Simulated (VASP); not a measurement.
# C in VASP: further runs

C is run at these levels: PBE+D3(BJ); tasks: single point.

All numbers are computed with VASP 6.6.1; they aren't measurements. Logs are shortened: lines on timing, memory, paths and dates and some standing lists are left out, and cuts for length are marked.

### 1 The cell of the first run

The cell holds a slab with vacuum, 4 atoms: a = 2.466 Å, b = 2.466 Å, c = 17.500 Å, α = 90.00°, β = 90.00°, γ = 120.00°.

### 2 Single point, PBE+D3(BJ)

File INCAR:

```
PREC     = Accurate       # precision mode
ENCUT    = 520            # plane-wave cutoff, eV
EDIFF    = 1E-7           # SCF threshold, eV
ISMEAR   = 0              # smearing method
SIGMA    = 0.1            # smearing width, eV
LREAL    = F              # projectors in reciprocal space
LASPH    = T              # aspherical terms in the spheres
NELM     = 100            # most SCF steps
ALGO     = Normal         # electronic algorithm
ISIF     = 2              # what is computed and relaxed
LWAVE    = F              # write WAVECAR
LCHARG   = F              # write CHGCAR
LDIPOL   = T            
IDIPOL   = 3            
DIPOL    = 0.5 0.5 0.335
GGA      = PE             # functional
IVDW     = 12             # dispersion correction
NBANDS   = 16             # bands
```

File KPOINTS:

```
Automatic mesh
0
Gamma
  15 15 1
```

File POSCAR:

```
C
1.0
    2.4656524409      0.0000000000      0.0000000000
   -1.2328262205      2.1353176508      0.0000000000
    0.0000000000      0.0000000000     17.5000663883
C
4
Direct
    0.6666666667      0.3333333333      0.2571437784
    0.3333333333      0.6666666667      0.2571418816
    1.1666666667      0.3333333333      0.4120022306
    0.8333333333      0.6666666667      0.4120003338
```

Potentials or basis: VASP PAW PBE potentials, release 64 (C).

The run is started by

```bash
$ cat potpaw_PBE.64/C/POTCAR > POTCAR
$ mpirun -np 1 vasp_std > vasp.out
```

OUTCAR:

```text
PREC = Accurate
   ENCUT = 520
   EDIFF = 1E-7
   ISMEAR = 0
   LREAL = F
   LASPH = T
   NELM = 100
   ISIF = 2
   GGA = PE
   IVDW = 12
 IVDW          = 12

 ion  position               nearest neighbor table
   1  0.667  0.333  0.257-   2 1.42   2 1.42   2 1.42
   2  0.333  0.667  0.257-   1 1.42   1 1.42   1 1.42
   3  0.167  0.333  0.412-   4 1.42   4 1.42   4 1.42
   4  0.833  0.667  0.412-   3 1.42   3 1.42   3 1.42

  LATTYP: Found a hexagonal cell.
 ALAT       =     2.4656524409
 C/A-ratio  =     7.0975398227

  Lattice vectors:

 A1 = (   2.4656524409,   0.0000000000,   0.0000000000)
 A2 = (  -1.2328262205,   2.1353176508,   0.0000000000)
 A3 = (   0.0000000000,   0.0000000000,  17.5000663883)

Analysis of symmetry for initial positions (statically):
=====================================================================
 Subroutine PRICEL returns:
 Original cell was already a primitive cell.

 Routine SETGRP: Setting up the symmetry group for a
 hexagonal supercell.

 Subroutine GETGRP returns: Found  8 space group operations
 (whereof  4 operations were pure point group operations)
 out of a pool of 24 trial point group operations.

The static configuration has the point symmetry C_2v.
 The point group associated with its full space group is D_2h.

Analysis of symmetry for dynamics (positions and initial velocities):
=====================================================================
 Subroutine PRICEL returns:
 Original cell was already a primitive cell.

 Routine SETGRP: Setting up the symmetry group for a
 hexagonal supercell.

 Subroutine GETGRP returns: Found  8 space group operations
 (whereof  4 operations were pure point group operations)
 out of a pool of 24 trial point group operations.

The dynamic configuration has the point symmetry C_2v.
 The point group associated with its full space group is D_2h.

 Subroutine INISYM returns: Found  8 space group operations
 (whereof  4 operations are pure point group operations),
 and found     1 'primitive' translations

----------------------------------------------------------------------------------------

                                     Primitive cell

  volume of cell :      92.1370

  direct lattice vectors                    reciprocal lattice vectors
     2.465652441  0.000000000  0.000000000     0.405572166  0.234157199  0.000000000
    -1.232826221  2.135317651  0.000000000     0.000000000  0.468314398  0.000000000
     0.000000000  0.000000000 17.500066388     0.000000000  0.000000000  0.057142640

  length of vectors
     2.465652441  2.465652441 17.500066388     0.468314398  0.468314398  0.057142640

  position of ions in fractional coordinates (direct lattice)
     0.666666667  0.333333333  0.257143778
     0.333333333  0.666666667  0.257141882
     0.166666667  0.333333333  0.412002231
     0.833333333  0.666666667  0.412000334

  ion indices of the primitive-cell ions
   primitive index   ion index
                 1           1
                 2           2
                 3           3
                 4           4

----------------------------------------------------------------------------------------

 KPOINTS: Automatic mesh

Automatic generation of k-mesh.
 Grid dimensions read from file:
 generate k-points for:   15   15    1

 Generating k-lattice:

  Cartesian coordinates                     Fractional coordinates (reciprocal lattice)
     0.027038144  0.015610480  0.000000000     0.066666667  0.000000000  0.000000000
     0.000000000  0.031220960  0.000000000     0.000000000  0.066666667  0.000000000
     0.000000000  0.000000000  0.057142640     0.000000000  0.000000000  1.000000000

  Length of vectors
     0.031220960  0.031220960  0.057142640

  Shift w.r.t. Gamma in fractional coordinates (k-lattice)
     0.000000000  0.000000000  0.000000000

 Subroutine IBZKPT returns following result:
 ===========================================

 Found     64 irreducible k-points:

 Following reciprocal coordinates:
            Coordinates               Weight
  0.000000  0.000000  0.000000      1.000000
  0.066667  0.000000  0.000000      4.000000
  0.000000  0.066667  0.000000      2.000000
  0.133333 -0.000000  0.000000      4.000000
  0.000000  0.133333  0.000000      2.000000
  0.200000  0.000000  0.000000      4.000000
[... 16 lines left out ...]
 -0.266667  0.200000  0.000000      4.000000
  0.266667  0.066667  0.000000      4.000000
 [... further k-points ...]
   k-points           NKPTS =     64   k-points in BZ     NKDIM =     64   number of bands    NBANDS=     16
   number of dos      NEDOS =    301   number of ions     NIONS =      4
   total plane-waves  NPLWV =  45360
   dimension x,y,z NGX =    18 NGY =   18 NGZ =  140
   dimension x,y,z NGXF=    36 NGYF=   36 NGZF=  280
   ions per type =               4
   NGX,Y,Z   is equivalent  to a cutoff of  12.14, 12.14, 13.30 a.u.
   NGXF,Y,Z  is equivalent  to a cutoff of  24.27, 24.27, 26.60 a.u.
 SYSTEM =  unknown system
   PREC   = accura    normal or accurate (medium, high low for compatibility)
   ISTART =      0    job   : 0-new  1-cont  2-samecut
   ICHARG =      2    charge: 1-file 2-atom 10-const
   ISPIN  =      1    spin polarized calculation?
   LNONCOLLINEAR =      F non collinear calculations
   LSORBIT =      F    spin-orbit coupling
   LASPH  =      T    aspherical Exc in radial PAW
   ENCUT  =  520.0 eV  38.22 Ry    6.18 a.u.   4.58  4.58 32.54*2*pi/ulx,y,z
   NELM   =    100;   NELMIN=  2; NELMDL= -5     # of ELM steps
   EDIFF  = 0.1E-06   stopping-criterion for ELM
   LREAL  =      F    real-space projection
   EDIFFG = 0.1E-05   stopping-criterion for IOM
   NSW    =      0    number of steps for IOM
   IBRION =     -1    ionic relax: 0-MD 1-quasi-New 2-CG
   NFREE  =      0    steps in history (QN), initial steepest desc. (CG)
   ISIF   =      2    stress and relaxation
   ISYM   =      2    0-nonsym 1-usesym 2-fastsym
   POTIM  = 0.5000    time-step for ionic-motion
   TEBEG  =    0.0;   TEEND  =   0.0 temperature during run
   PSTRESS=    0.0 pullay stress
   NELECT =      16.0000    total number of electrons
   NUPDOWN=      -1.0000    fix difference up-down
   EMIN   =  10.00;   EMAX   =-10.00  energy-range for DOS
   EFERMI =   0.00;   METHOD = LEGACY
   ISMEAR =     0;   SIGMA  =   0.10  broadening in eV -4-tet -1-fermi 0-gaus
   EFERMI_NEDOS =   21; number of points for ismear=-14 and -15
   IALGO  =     38    algorithm
   IMIX   =      4    mixing-type and parameters
     AMIX     =   0.40;   BMIX     =  1.00
     AMIX_MAG =   1.60;   BMIX_MAG =  1.00
  volume/ion in A,a.u.               =      23.03       155.44
  Fermi-wavevector in a.u.,A,eV,Ry     =   0.913349  1.725980 11.350070  0.834207
  Thomas-Fermi vector in A             =   2.037850
   LORBIT       =      0    0 simple, 1 ext, 2 COOP (PROOUT), +10 PAW based schemes
   GGA     = PE    functional components
   LHFCALC =     F    Hartree Fock is set to
   AEXX    =    0.0000 exact exchange contribution
   IVDW    =    12    specifies the selected vdW correction
   LEPSILON=     F    determine dielectric tensor
   LRPA    =     F    only Hartree local field effects (RPA)
 non-spin polarized calculation
 Gauss-broadening in eV      SIGMA  =   0.10
  energy-cutoff  :      520.00
  volume of cell :       92.14
 maximum number of plane-waves:      2516
   NGX =  9   NGY =  9   NGZ = 65

 dipolmoment           0.000000      0.000000      0.000075 electrons x Angstroem

 number of electron      15.9999996 magnetization

 dipolmoment           0.000000      0.000000     -0.000130 electrons x Angstroem

 Free energy of the ion-electron system (eV)
  ---------------------------------------------------
  ext. energy  EPLUGINS =         0.00000000
  ---------------------------------------------------
  free energy    TOTEN  =       -36.59355292 eV

  energy without entropy =      -36.59352769  energy(sigma->0) =      -36.59354030

 E-fermi :  -0.8619     XC(G=0):  -4.2846

 val. band max:       -1.0703232717   @ k =  -0.2667  -0.4000   0.0000
 cond. band min:      -0.6690323780   @ k =   0.3333   0.3333   0.0000
 fundamental gap:      0.4012908937
 Fermi energy:        -0.8618878610

 k-point     1 :       0.0000    0.0000    0.0000
  band No.  band energies     occupation
      1     -20.7936      2.00000
      2     -20.1343      2.00000
      3      -9.6515      2.00000
      4      -7.2024      2.00000
      5      -4.0100      2.00000
      6      -3.9675      2.00000
[... 8 lines left out ...]
     15       7.3260      0.00000
     16       7.4116      0.00000

 k-point     2 :       0.0667    0.0000    0.0000
  band No.  band energies     occupation
      1     -20.6866      2.00000
      2     -20.0307      2.00000
      3      -9.5234      2.00000
      4      -7.0826      2.00000
      5      -4.4307      2.00000
      6      -4.3226      2.00000
[... 8 lines left out ...]
     15       7.4936      0.00000
     16       7.8315      0.00000

 k-point     3 :       0.0000    0.0667    0.0000
  band No.  band energies     occupation
      1     -20.6867      2.00000
      2     -20.0306      2.00000
      3      -9.5241      2.00000
      4      -7.0817      2.00000
      5      -4.4065      2.00000
      6      -4.3350      2.00000
[... 8 lines left out ...]
     15       7.4208      0.00000
     16       7.7133      0.00000
[... 362 lines left out ...]
 k-point    23 :      -0.2667    0.2000    0.0000
  band No.  band energies     occupation
      1     -19.4129      2.00000
      2     -18.7970      2.00000
      3      -8.0702      2.00000
      4      -8.0103      2.00000
      5      -7.7903      2.00000
      6      -6.1418      2.00000
[... 8 lines left out ...]
     15       7.6022      0.00000
     16       7.6100      0.00000

 k-point    24 :       0.2667    0.0667    0.0000
  band No.  band energies     occupation
      1     -18.5763      2.00000
      2     -17.9857      2.00000
      3      -9.8050      2.00000
      4      -9.5014      2.00000
      5      -7.0363      2.00000
      6      -6.7960      2.00000
[... 8 lines left out ...]
     15       7.3896      0.00000
     16       8.5503      0.00000

 [... further k-points ...]

------------------------ aborting loop because EDIFF is reached ----------------------------------------

 vacuum level on the upper side and lower side of the slab       (xc-potential included)        -0.070        -0.067

 Edisp (eV)   -0.54544

 E8    (eV) :    -0.1667

  FORCE on cell =-STRESS in cart. coord.  units (eV):
  Direction    XX          YY          ZZ          XY          YZ          ZX
  --------------------------------------------------------------------------------------
  -------------------------------------------------------------------------------------
  Total       0.18861    -0.20105     2.46122     0.00000     0.00000     0.00000
  in kB       3.27983    -3.49613    42.79842     0.00000     0.00000     0.00000
  external pressure =       14.19 kB  Pullay stress =        0.00 kB

 VOLUME and BASIS-vectors are now :
 -----------------------------------------------------------------------------
  energy-cutoff  :      520.00
  volume of cell :       92.14
      direct lattice vectors                 reciprocal lattice vectors
     2.465652441  0.000000000  0.000000000     0.405572166  0.234157199  0.000000000
    -1.232826221  2.135317651  0.000000000     0.000000000  0.468314398  0.000000000
     0.000000000  0.000000000 17.500066388     0.000000000  0.000000000  0.057142640

 POSITION                                       TOTAL-FORCE (eV/Angst)
 -----------------------------------------------------------------------------------
      1.23283      0.71177      4.50003        -0.000000      0.001105     -0.458604
     -0.00000      1.42355      4.50000         0.000000     -0.001105     -0.458604
      0.00000      0.71177      7.21007        -0.000000      0.001105      0.458604
      1.23283      1.42355      7.21003         0.000000     -0.001105      0.458604
 -----------------------------------------------------------------------------------
    total drift:                                0.000000      0.000000     -0.029687

  FREE ENERGIE OF THE ION-ELECTRON SYSTEM (eV)
  ---------------------------------------------------
  free  energy   TOTEN  =       -37.1389967579 eV

  energy  without entropy=      -37.1389715251  energy(sigma->0) =      -37.13898414

 vacuum level on the upper side and lower side of the slab         3.425         3.429
```

It took 1.7 min on 1 thread of Intel Xeon Platinum 8259CL at 2.50GHz (Skylake/Cascade Lake), shared host; peak memory 0.24 GiB.

What came out:

```yaml
Free_energy: -37.1390 eV
Largest_force: 0.459 eV/Å
Band_gap_on_the_k_mesh: 0.40 eV, indirect (least direct gap 0.66 eV)
Dispersion_energy_per_atom: -0.136 eV
```

Forces on the atoms (eV/Å):
```
C    0.000  0.001 -0.459
C    0.000 -0.001 -0.459
C    0.000  0.001  0.459
C    0.000 -0.001  0.459
```

### 3 Single point, PBE+D3(BJ)

File INCAR:

```
ALGO = Normal
DIPOL = 0.5 0.5 0.349
EDIFF = 1E-6
ENCUT = 520
GGA = PE
IDIPOL = 3
ISIF = 2
ISMEAR = 0
IVDW = 12
LASPH = True
LCHARG = True
LDIPOL = True
LELF = True
LREAL = False
LVACPOTAV = True
LVHAR = True
LWAVE = False
NBANDS = 16
NELM = 100
PREC = Accurate
SIGMA = 0.1
```

File KPOINTS:

```
k-points
0
Gamma
  15 15 1
```

POSCAR: that of step 2 with these lines changed.

```diff
@@ -10,3 +10,3 @@
     0.3333333333      0.6666666667      0.2571418816
-    1.1666666667      0.3333333333      0.4120022306
-    0.8333333333      0.6666666667      0.4120003338
+    1.1666666667      0.3333333333      0.4417164036
+    0.8333333333      0.6666666667      0.4417145068
```

Potentials or basis: VASP PAW PBE potentials, release 64 (C).

The run is started by

```bash
$ cat potpaw_PBE.64/C/POTCAR > POTCAR
$ mpirun -np 1 vasp_std > vasp.out
```

Run time: 1.7 min. Hardware: 1 thread of Intel Xeon Platinum 8259CL at 2.50GHz (Skylake/Cascade Lake), shared host; peak memory 0.24 GiB.

It converged, with:

```yaml
Free_energy: -37.3439 eV
Largest_force: 0.042 eV/Å
Band_gap_on_the_k_mesh: 0.28 eV, direct
Dispersion_energy_per_atom: -0.123 eV
```

Forces in eV/Å, atoms in the order of the input:
```
C    0.000  0.003 -0.042
C    0.000 -0.003 -0.042
C    0.000  0.003  0.042
C    0.000 -0.003  0.042
```

Levels at points of the mesh, in eV from the valence-band top:
```tsv
k point	band 5	band 6	band 7	band 8	band 9	band 10	band 11	band 12
(0.00, 0.00, 0.00)	-2.89	-2.88	-2.87	-2.86	3.61	4.04	4.97	6.68
```
